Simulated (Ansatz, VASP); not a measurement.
## SnSe2: VASP beside Ansatz

```
Sn Se
1.0
     4.06832    0.00000    0.00000
    -2.03416    3.52326    0.00000
     0.00000    0.00000    5.63991
Sn Se
1 2
Direct
  0.00000 0.00000 0.00000
  0.33333 0.66667 0.26513
  0.66667 0.33333 0.73487
```

Alike in both runs: task single point; functional PBE; dispersion D3(BJ); k mesh 12 × 12 × 6; occupations gaussian, width 0.03 eV; no spin polarisation.

|  | VASP | Ansatz |
| --- | --- | --- |
| version | VASP 6.6.1 | Ansatz 0.2.0 |
| potentials or method | VASP PAW PBE potentials, release 64 (Sn_d, Se), cutoff 500 eV | scalar-relativistic, plane waves, PAW |
| valence electrons in the cell | 26 | 46 |

Ansatz gave:

| Quantity | Value |
| --- | --- |
| gap on the k mesh at the Fermi level (eV) | none |
| pressure (GPa) | -3.1 |
| traceless stress, the component that is largest in VASP (GPa) | 3.29 |
| rms of the force components (eV/Å) | 0.098 |

Question: Estimate VASP's values.

Answer: gap on the k mesh at the Fermi level (eV): none; pressure (GPa): -3.0; traceless stress, the component that is largest in VASP (GPa): 3.27; rms of the force components (eV/Å): 0.103.

Atom by atom the forces differ by 0.005 eV/Å (rms over components). A gap of «none» marks a metal or a gap that the smearing closes. VASP's potentials hold 26 valence electrons a cell and Ansatz's 46, so a difference there can come from the potentials and not from the codes.
